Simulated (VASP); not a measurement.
Hf:

```
Hf
1.0
    -1.80500    1.80500    1.80500
     1.80500   -1.80500    1.80500
     1.80500    1.80500   -1.80500
Hf
1
Cartesian
  0.0000 0.0000 0.0000
```

- Program: VASP 6.6.1
- Task: relaxation of cell and atoms
- Functional: BLYP
- Potentials or basis: VASP PAW PBE potentials, release 64 (Hf_pv)
- Cutoff: 600 eV
- k mesh: 10 × 10 × 10
- Occupations: fermi-dirac, width 0.05 eV
- Spin: no spin polarisation

At the start: pressure -2.5 GPa; volume 23.52 Å³/atom.

Problem. How do energy, volume and symmetry change on relaxing?

Solution. Over 3 steps the energy falls by 5.1 meV/atom and the volume is 22.89 Å³/atom (-2.7 %); space group Im-3m (No. 229, to 0.05 Å).

The path:
```
step  energy change (eV)  largest force (eV/Å)  pressure (GPa)  volume (Å³)
   1              0.0000                0.0000           -2.54        23.52
   2              0.0001                0.0000            2.87        22.27
   3             -0.0051                0.0000           -0.01        22.89
```

Final structure:
```
Hf
1.0
    -1.78857    1.78857    1.78857
     1.78857   -1.78857    1.78857
     1.78857    1.78857   -1.78857
Hf
1
Direct
  0.00000 0.00000 0.00000
```

Caveat: the PAW data sets were made with another functional, which shifts forces and pressure a little.
